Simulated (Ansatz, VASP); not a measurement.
**MgBe2SO2: VASP beside Ansatz**

```
Mg Be S O
1.0
     3.80438    0.00000    0.00000
     0.00000    3.80438    0.00000
     0.00000    0.00000    5.36968
Mg Be S O
1 2 1 2
Direct
  0.00000 0.00000 0.00000
  0.50000 0.50000 0.00000
  0.00000 0.00000 0.50000
  0.50000 0.50000 0.50000
  0.50000 0.00000 0.75815
  0.00000 0.50000 0.24185
```

Change from the starting cell: species swapped into the Li2MgCdP2 type (P-4m2, No. 115).

Alike in both runs: task single point; functional PBE; k mesh 4 × 4 × 4; occupations gaussian, width 0.1 eV; no spin polarisation.

|  | VASP | Ansatz |
| --- | --- | --- |
| version | VASP 6.6.1 | Ansatz 0.2.0 |
| potentials or method | VASP PAW PBE potentials, release 64 (Mg, Be, S, O), cutoff 520 eV | scalar-relativistic, plane waves, PAW |
| valence electrons in the cell | 24 | 32 |

Ansatz gave:

```
gap on the k mesh at the Fermi level (eV)                     : none
pressure (GPa)                                                : -6.2
traceless stress, the component that is largest in VASP (GPa) : 4.23
rms of the force components (eV/Å)                            : 1.815
```

Task: Estimate VASP's values.

Result: gap on the k mesh at the Fermi level (eV): none; pressure (GPa): -6.4; traceless stress, the component that is largest in VASP (GPa): 4.25; rms of the force components (eV/Å): 1.813.

Atom by atom the forces differ by 0.002 eV/Å (rms over components). A gap of «none» marks a metal or a gap that the smearing closes. VASP's potentials hold 24 valence electrons a cell and Ansatz's 32, so a difference there can come from the potentials and not from the codes.

The k mesh is coarse, so the values compare programs but aren't converged.
